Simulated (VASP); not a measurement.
# TaN (P-6m2) in VASP: notebook

Runs on TaN. Level: LDA. Tasks: electric field gradients.

Program: VASP 6.6.1. These are calculated values, not measurements. Logs are shortened: lines on timing, memory, paths and dates and some standing lists are left out, and cuts for length are marked.

## Step 1: The cell of the first run

The structure is hexagonal, space group P-6m2 (No. 187). Conventional cell: a = 2.967 Å, b = 2.967 Å, c = 2.883 Å, α = 90.00°, β = 90.00°, γ = 120.00°. Ta (site symmetry -6m2) has 6 N at 2.24 Å and 8 Ta at 2.88 to 2.97 Å within 3.0 Å. N (site symmetry -6m2) has 6 Ta at 2.24 Å and 8 N at 2.88 to 2.97 Å within 3.0 Å.

## Step 2: Electric field gradients, LDA (equal xx and yy strain of +1 %)

Input file INCAR:

```
SYSTEM = TaN
PREC = Accurate ; ENCUT = 520
EDIFF = 1E-8 ; ISMEAR = -1
SIGMA = 0.02 ; LREAL = .False.
LASPH = .True. ; NELM = 120
ALGO = Normal ; ISIF = 2
LWAVE = .False. ; LCHARG = .False.
LEFG = .True. ; NBANDS = 16
GGA_COMPAT = .False.
```

Input file KPOINTS:

```
Automatic mesh
0
Gamma
  12 12 10
  0 0 0
```

Input file POSCAR:

```
TaN
1.0
    2.9673788470      0.0000000000      0.0000000000
   -1.4836894235      2.5698254642      0.0000000000
    0.0000000000      0.0000000000      2.8830000000
Ta N
1 1
Direct
    0.3333333333      0.6666666667      0.5000000000
    0.0000000000      0.0000000000      0.0000000000
```

Potentials or basis: VASP PAW LDA potentials, release 64 (Ta_sv_GW, N).

The run is started by

```
> cat potpaw_LDA.64/Ta_sv_GW/POTCAR potpaw_LDA.64/N/POTCAR > POTCAR
> mpirun -np 1 vasp_std > vasp.out
```

OUTCAR:

```text
SYSTEM = TaN
   PREC = Accurate
   ENCUT = 520
   EDIFF = 1E-8
   ISMEAR = -1
   LREAL = .False.
   LASPH = .True.
   NELM = 120
   ISIF = 2

 ion  position               nearest neighbor table
   1  0.333  0.667  0.500-   2 2.24   2 2.24   2 2.24   2 2.24   2 2.24   2 2.24
   2  0.000  0.000  0.000-   1 2.24   1 2.24   1 2.24   1 2.24   1 2.24   1 2.24

  LATTYP: Found a hexagonal cell.
 ALAT       =     2.9673788470
 C/A-ratio  =     0.9715645183

  Lattice vectors:

 A1 = (   2.9673788470,   0.0000000000,   0.0000000000)
 A2 = (  -1.4836894235,   2.5698254642,   0.0000000000)
 A3 = (   0.0000000000,   0.0000000000,   2.8830000000)

Analysis of symmetry for initial positions (statically):
=====================================================================
 Subroutine PRICEL returns:
 Original cell was already a primitive cell.

 Routine SETGRP: Setting up the symmetry group for a
 hexagonal supercell.

 Subroutine GETGRP returns: Found 12 space group operations
 (whereof 12 operations were pure point group operations)
 out of a pool of 24 trial point group operations.

The static configuration has the point symmetry D_3h.

Analysis of symmetry for dynamics (positions and initial velocities):
=====================================================================
 Subroutine PRICEL returns:
 Original cell was already a primitive cell.

 Routine SETGRP: Setting up the symmetry group for a
 hexagonal supercell.

 Subroutine GETGRP returns: Found 12 space group operations
 (whereof 12 operations were pure point group operations)
 out of a pool of 24 trial point group operations.

The dynamic configuration has the point symmetry D_3h.

 Subroutine INISYM returns: Found 12 space group operations
 (whereof 12 operations are pure point group operations),
 and found     1 'primitive' translations

----------------------------------------------------------------------------------------

                                     Primitive cell

  volume of cell :      21.9847

  direct lattice vectors                    reciprocal lattice vectors
     2.967378847  0.000000000  0.000000000     0.336997752  0.194565743  0.000000000
    -1.483689423  2.569825464  0.000000000     0.000000000  0.389131485  0.000000000
     0.000000000  0.000000000  2.883000000     0.000000000  0.000000000  0.346860909

  length of vectors
     2.967378847  2.967378847  2.883000000     0.389131485  0.389131485  0.346860909

  position of ions in fractional coordinates (direct lattice)
     0.333333333  0.666666667  0.500000000
     0.000000000  0.000000000  0.000000000

  ion indices of the primitive-cell ions
   primitive index   ion index
                 1           1
                 2           2

----------------------------------------------------------------------------------------

 KPOINTS: Automatic mesh

Automatic generation of k-mesh.
 Grid dimensions read from file:
 generate k-points for:   12   12   10

 Generating k-lattice:

  Cartesian coordinates                     Fractional coordinates (reciprocal lattice)
     0.028083146  0.016213812  0.000000000     0.083333333  0.000000000  0.000000000
     0.000000000  0.032427624  0.000000000     0.000000000  0.083333333  0.000000000
     0.000000000  0.000000000  0.034686091     0.000000000  0.000000000  0.100000000

  Length of vectors
     0.032427624  0.032427624  0.034686091

  Shift w.r.t. Gamma in fractional coordinates (k-lattice)
     0.000000000  0.000000000  0.000000000

 Subroutine IBZKPT returns following result:
 ===========================================

 Found    114 irreducible k-points:

 Following reciprocal coordinates:
            Coordinates               Weight
  0.000000  0.000000  0.000000      1.000000
  0.083333 -0.000000  0.000000      6.000000
  0.166667  0.000000  0.000000      6.000000
  0.250000  0.000000  0.000000      6.000000
  0.333333  0.000000  0.000000      6.000000
  0.416667  0.000000  0.000000      6.000000
[... 16 lines left out ...]
  0.250000  0.000000  0.100000     12.000000
  0.333333  0.000000  0.100000     12.000000
 [... further k-points ...]
   k-points           NKPTS =    114   k-points in BZ     NKDIM =    114   number of bands    NBANDS=     16
   number of dos      NEDOS =    301   number of ions     NIONS =      2
   total plane-waves  NPLWV =  13824
   dimension x,y,z NGX =    24 NGY =   24 NGZ =   24
   dimension x,y,z NGXF=    48 NGYF=   48 NGZF=   48
   ions per type =               1   1
   NGX,Y,Z   is equivalent  to a cutoff of  13.45, 13.45, 13.84 a.u.
   NGXF,Y,Z  is equivalent  to a cutoff of  26.89, 26.89, 27.68 a.u.
 SYSTEM =  TaN
   PREC   = accura    normal or accurate (medium, high low for compatibility)
   ISTART =      0    job   : 0-new  1-cont  2-samecut
   ICHARG =      2    charge: 1-file 2-atom 10-const
   ISPIN  =      1    spin polarized calculation?
   LNONCOLLINEAR =      F non collinear calculations
   LSORBIT =      F    spin-orbit coupling
   LASPH  =      T    aspherical Exc in radial PAW
   ENCUT  =  520.0 eV  38.22 Ry    6.18 a.u.   5.52  5.52  5.36*2*pi/ulx,y,z
   NELM   =    120;   NELMIN=  2; NELMDL= -5     # of ELM steps
   EDIFF  = 0.1E-07   stopping-criterion for ELM
   LREAL  =      F    real-space projection
   EDIFFG = 0.1E-06   stopping-criterion for IOM
   NSW    =      0    number of steps for IOM
   IBRION =     -1    ionic relax: 0-MD 1-quasi-New 2-CG
   NFREE  =      0    steps in history (QN), initial steepest desc. (CG)
   ISIF   =      2    stress and relaxation
   ISYM   =      2    0-nonsym 1-usesym 2-fastsym
   POTIM  = 0.5000    time-step for ionic-motion
   TEBEG  =    0.0;   TEEND  =   0.0 temperature during run
   PSTRESS=    0.0 pullay stress
   NELECT =      18.0000    total number of electrons
   NUPDOWN=      -1.0000    fix difference up-down
   EMIN   =  10.00;   EMAX   =-10.00  energy-range for DOS
   EFERMI =   0.00;   METHOD = LEGACY
   ISMEAR =    -1;   SIGMA  =   0.02  broadening in eV -4-tet -1-fermi 0-gaus
   EFERMI_NEDOS =   21; number of points for ismear=-14 and -15
   IALGO  =     38    algorithm
   IMIX   =      4    mixing-type and parameters
     AMIX     =   0.40;   BMIX     =  1.00
     AMIX_MAG =   1.60;   BMIX_MAG =  1.00
  volume/ion in A,a.u.               =      10.99        74.18
  Fermi-wavevector in a.u.,A,eV,Ry     =   1.531529  2.894170 31.913571  2.345581
  Thomas-Fermi vector in A             =   2.638861
   LORBIT       =      0    0 simple, 1 ext, 2 COOP (PROOUT), +10 PAW based schemes
   GGA     = CA    functional components
   LHFCALC =     F    Hartree Fock is set to
   AEXX    =    0.0000 exact exchange contribution
   IVDW    =     0    specifies the selected vdW correction
   LEPSILON=     F    determine dielectric tensor
   LRPA    =     F    only Hartree local field effects (RPA)
 non-spin polarized calculation
  energy-cutoff  :      520.00
  volume of cell :       21.98
 maximum number of plane-waves:       611
 NGX is ok and might be reduce to    24
   NGX = 11   NGY = 11   NGZ = 11

 number of electron      17.9999998 magnetization

 Free energy of the ion-electron system (eV)
  ---------------------------------------------------
  ext. energy  EPLUGINS =         0.00000000
  ---------------------------------------------------
  free energy    TOTEN  =       -27.16936059 eV

  energy without entropy =      -27.16926006  energy(sigma->0) =      -27.16931032

 E-fermi :  11.9309     XC(G=0): -13.8601

 val. band max:       11.8149265833   @ k =   0.0000   0.0000   0.4000
 cond. band min:      11.9602787845   @ k =   0.3333   0.3333   0.0000
 fundamental gap:      0.1453522012
 Fermi energy:        11.9308753529

 k-point     1 :       0.0000    0.0000    0.0000
  band No.  band energies     occupation
      1     -56.3035      2.00000
      2     -22.8064      2.00000
      3     -22.5928      2.00000
      4     -22.5928      2.00000
      5      -5.5346      2.00000
      6       7.3095      2.00000
[... 8 lines left out ...]
     15      24.6827      0.00000
     16      27.7307      0.00000

 k-point     2 :       0.0833   -0.0000    0.0000
  band No.  band energies     occupation
      1     -56.2990      2.00000
      2     -22.7981      2.00000
      3     -22.6617      2.00000
      4     -22.6077      2.00000
      5      -5.3957      2.00000
      6       6.8951      2.00000
[... 8 lines left out ...]
     15      24.6574      0.00000
     16      27.9981      0.00000

 k-point     3 :       0.1667    0.0000    0.0000
  band No.  band energies     occupation
      1     -56.2864      2.00000
      2     -22.8459      2.00000
      3     -22.7744      2.00000
      4     -22.6479      2.00000
      5      -5.0118      2.00000
      6       6.0293      2.00000
[... 8 lines left out ...]
     15      24.6246      0.00000
     16      28.7419      0.00000

 k-point     4 :       0.2500    0.0000    0.0000
  band No.  band energies     occupation
      1     -56.2692      2.00000
      2     -23.0889      2.00000
      3     -22.7418      2.00000
      4     -22.7023      2.00000
      5      -4.4723      2.00000
      6       5.1181      2.00000
[... 8 lines left out ...]
     15      24.7640      0.00000
     16      28.9897      0.00000

 k-point     5 :       0.3333    0.0000    0.0000
  band No.  band energies     occupation
      1     -56.2520      2.00000
      2     -23.3230      2.00000
      3     -22.7558      2.00000
      4     -22.7092      2.00000
      5      -3.9066      2.00000
      6       4.3681      2.00000
[... 8 lines left out ...]
     15      24.9583      0.00000
     16      27.7088      0.00000

 k-point     6 :       0.4167    0.0000    0.0000
  band No.  band energies     occupation
      1     -56.2393      2.00000
      2     -23.4886      2.00000
      3     -22.7946      2.00000
      4     -22.6849      2.00000
      5      -3.4677      2.00000
      6       3.8794      2.00000
[... 8 lines left out ...]
     15      23.8501      0.00000
     16      27.1860      0.00000
[... 267 lines left out ...]
 k-point    21 :       0.0833   -0.0000    0.1000
  band No.  band energies     occupation
      1     -56.2941      2.00000
      2     -22.8921      2.00000
      3     -22.6528      2.00000
      4     -22.5998      2.00000
      5      -5.2015      2.00000
      6       6.9889      2.00000
[... 8 lines left out ...]
     15      24.8526      0.00000
     16      28.1522      0.00000

 k-point    22 :       0.1667    0.0000    0.1000
  band No.  band energies     occupation
      1     -56.2815      2.00000
      2     -22.8735      2.00000
      3     -22.8278      2.00000
      4     -22.6396      2.00000
      5      -4.8458      2.00000
      6       6.1290      2.00000
[... 8 lines left out ...]
     15      24.4951      0.00000
     16      28.7121      0.00000

 k-point    23 :       0.2500    0.0000    0.1000
  band No.  band energies     occupation
      1     -56.2644      2.00000
      2     -23.0782      2.00000
      3     -22.8286      2.00000
      4     -22.6937      2.00000
      5      -4.3511      2.00000
      6       5.2042      2.00000
[... 8 lines left out ...]
     15      24.4817      0.00000
     16      28.6622      0.00000

 k-point    24 :       0.3333    0.0000    0.1000
  band No.  band energies     occupation
      1     -56.2473      2.00000
      2     -23.3094      2.00000
      3     -22.7938      2.00000
      4     -22.7468      2.00000
      5      -3.8396      2.00000
      6       4.4316      2.00000
[... 8 lines left out ...]
     15      24.6927      0.00000
     16      27.5655      0.00000

 [... further k-points ...]
[... 5 lines left out ...]
  --------------------------------------------------------------------------------------
  -------------------------------------------------------------------------------------
  Total       -2.5005560     -2.5005560     -1.9720102      0.0000000      0.0000000      0.0000000
  in kB     -182.2325270   -182.2325270   -143.7138025      0.0000000      0.0000000      0.0000000
  external PRESSURE =    -169.3929521 kB  Pullay stress =       0.0000000 kB

 VOLUME and BASIS-vectors are now :
 -----------------------------------------------------------------------------
  energy-cutoff  :      520.00
  volume of cell :       21.98
      direct lattice vectors                 reciprocal lattice vectors
     2.967378847  0.000000000  0.000000000     0.336997752  0.194565743  0.000000000
    -1.483689423  2.569825464  0.000000000     0.000000000  0.389131485  0.000000000
     0.000000000  0.000000000  2.883000000     0.000000000  0.000000000  0.346860909

 POSITION                                       TOTAL-FORCE (eV/Angst)
 -----------------------------------------------------------------------------------
     -0.00000      1.71322      1.44150         0.000000      0.000000      0.000000
      0.00000      0.00000      0.00000         0.000000      0.000000      0.000000
 -----------------------------------------------------------------------------------
    total drift:                                0.000000     -0.000000     -0.000000

  FREE ENERGIE OF THE ION-ELECTRON SYSTEM (eV)
  ---------------------------------------------------
  free  energy   TOTEN  =       -27.1693605875 eV

  energy  without entropy=      -27.1692600615  energy(sigma->0) =      -27.16931032

 Electric field gradients (V/A^2)
---------------------------------------------------------------------
 ion       V_xx      V_yy      V_zz      V_xy      V_xz      V_yz
---------------------------------------------------------------------
   1     -14.796   -14.795    29.591     0.000     0.000    -0.000
   2       0.743     0.742    -1.485    -0.000    -0.000    -0.000
---------------------------------------------------------------------

 Electric field gradients after diagonalization (V/A^2)
 (convention: |V_zz| > |V_xx| > |V_yy|)
----------------------------------------------------------------------
 ion       V_xx      V_yy      V_zz     asymmetry (V_yy - V_xx)/ V_zz
----------------------------------------------------------------------
   1     -14.796   -14.795    29.591       0.000
   2       0.743     0.742    -1.485       0.001
----------------------------------------------------------------------

           NMR quadrupolar parameters

 Cq : quadrupolar parameter    Cq=e*Q*V_zz/h
 eta: asymmetry parameters     (V_yy - V_xx)/ V_zz
 Q  : nuclear electric quadrupole moment in mb (millibarn)
----------------------------------------------------------------------
 ion       Cq(MHz)       eta       Q (mb)
----------------------------------------------------------------------
   1       0.072       0.000       1.000
   2      -0.004       0.001       1.000
----------------------------------------------------------------------
```

Wall time 15 s (1 thread of Intel Xeon 6975P-C (Granite Rapids), shared host); peak memory 0.16 GiB.

Results:

- Free energy: -27.1694 eV
- Pressure: -16.9 GPa
- Band gap on the k mesh: zero (bands 9 and 10 overlap by 0.46 eV)
- Largest electric field gradient by atom: Ta +29.6; N -1.5 V/Å²

Levels at points of the mesh, in eV from the Fermi level:
| k point | band 5 | band 6 | band 7 | band 8 | band 9 | band 10 | band 11 | band 12 | band 13 | band 14 |
| --- | --- | --- | --- | --- | --- | --- | --- | --- | --- | --- |
| (0.00, 0.00, 0.00) | -17.47 | -4.62 | -4.62 | -4.16 | -2.88 | 2.04 | 3.45 | 3.45 | 3.76 | 3.76 |
| (0.50, 0.00, 0.00) | -15.23 | -8.22 | -5.09 | -3.47 | -3.23 | 2.82 | 3.73 | 4.97 | 5.02 | 7.30 |
| (0.00, 0.00, 0.50) | -14.84 | -9.25 | -3.83 | -3.83 | -0.19 | -0.19 | 2.42 | 3.05 | 3.05 | 7.97 |
| (0.50, 0.00, 0.50) | -15.49 | -7.27 | -6.12 | -5.72 | -0.36 | 3.95 | 5.03 | 5.86 | 6.74 | 9.85 |

Electric field gradients, principal values (V/Å²):
```csv
atom,least,middle,greatest (by size)
1 Ta,-14.795,-14.796,29.591
2 N,0.742,0.743,-1.485
```

Caveat: the cell differs from its parent crystal (equal xx and yy strain of +1 %); the cell stands under tension; without QUAD_EFG the Cq values of the log hold for a quadrupole moment of 1 mb, not for the nuclei; spin-orbit coupling is left out, which moves the levels of the heavy elements.

(Part 1 of 2 ends here.)

The gap in the log of VASP goes by the Fermi energy; the results here count the filled bands.